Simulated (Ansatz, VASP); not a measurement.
# Pd in VASP and in Ansatz

POSCAR

```
Pd
1.0
    0.0000000000      1.9558504376      1.9558504376
    1.9558504376      0.0000000000      1.9558504376
    1.9558504376      1.9558504376      0.0000000000
Pd
1
Direct
    0.0000000000      0.0000000000      0.0000000000
```

INCAR.step1

```
PREC     = Accurate       # precision mode
ENCUT    = 520            # plane-wave cutoff, eV
ISMEAR   = 0              # smearing method
SIGMA    = 0.2            # smearing width, eV
LREAL    = False          # projectors in reciprocal space
LASPH    = True           # aspherical terms in the spheres
NELM     = 100            # most SCF steps
NBANDS   = 11             # bands
GGA      = PE             # functional
ALGO     = Normal         # electronic algorithm
EDIFF    = 1E-4           # SCF threshold, eV
LWAVE    = True           # write WAVECAR
LCHARG   = False          # write CHGCAR
```

Contents of INCAR.step2:

```
PREC     = Accurate       # precision mode
ENCUT    = 520            # plane-wave cutoff, eV
EDIFF    = 1E-6           # SCF threshold, eV
ISMEAR   = 0              # smearing method
SIGMA    = 0.2            # smearing width, eV
LREAL    = False          # projectors in reciprocal space
LASPH    = True           # aspherical terms in the spheres
NELM     = 100            # most SCF steps
ALGO     = Normal         # electronic algorithm
ISIF     = 2              # what is computed and relaxed
LWAVE    = False          # write WAVECAR
LCHARG   = False          # write CHGCAR
METAGGA  = R2SCAN         # meta-GGA
LMIXTAU  = True         
NBANDS   = 11             # bands
ISTART   = 1
```

KPOINTS

```
regular mesh
0
Gamma
  14 14 14
```

Input for Ansatz:

```yaml
crystal:
  lattice:
    - [0.0, 1.9558504376, 1.9558504376]
    - [1.9558504376, 0.0, 1.9558504376]
    - [1.9558504376, 1.9558504376, 0.0]
  atoms:
    - { symbol: Pd, position: [0.0, 0.0, 0.0] }
hamiltonian:
  xc: r2scan
  pseudopotentials:
    kind: paw
    azcp:
      Pd: "pseudopotentials/Pd.paw.azcp"
basis:
  ecutwfc: 500
  fft_grid_basis: typed
kpoints:
  mp_grid: { grid: [14, 14, 14], shift: [0, 0, 0] }
magnetization:
  spin_polarized: false
scf:
  occupations: { method: gaussian, width: 0.2 }
  lower_state_search: "off"
output:
  stress: true
  write_density: true
  write_potential: true
  elf: true
  volumetric_format: npy
```

Alike in both runs: task single point; functional r2SCAN; k mesh 14 × 14 × 14; occupations gaussian, width 0.2 eV; no spin polarisation.

|  | VASP | Ansatz |
| --- | --- | --- |
| version | VASP 6.6.1 | Ansatz 0.2.0 |
| potentials or method | VASP PAW PBE potentials, release 64 (Pd), cutoff 520 eV | plane waves (500 eV) with PAW, scalar-relativistic |
| valence electrons in the cell | 10 | 18 |

|  | VASP | Ansatz | Ansatz less VASP |
| --- | --- | --- | --- |
| pressure (GPa) | 0.6 | -0.1 | -0.65 |

VASP's potentials were made for PBE, not for r2SCAN. VASP's potentials hold 10 valence electrons a cell and Ansatz's 18, so a difference there can come from the potentials and not from the codes.
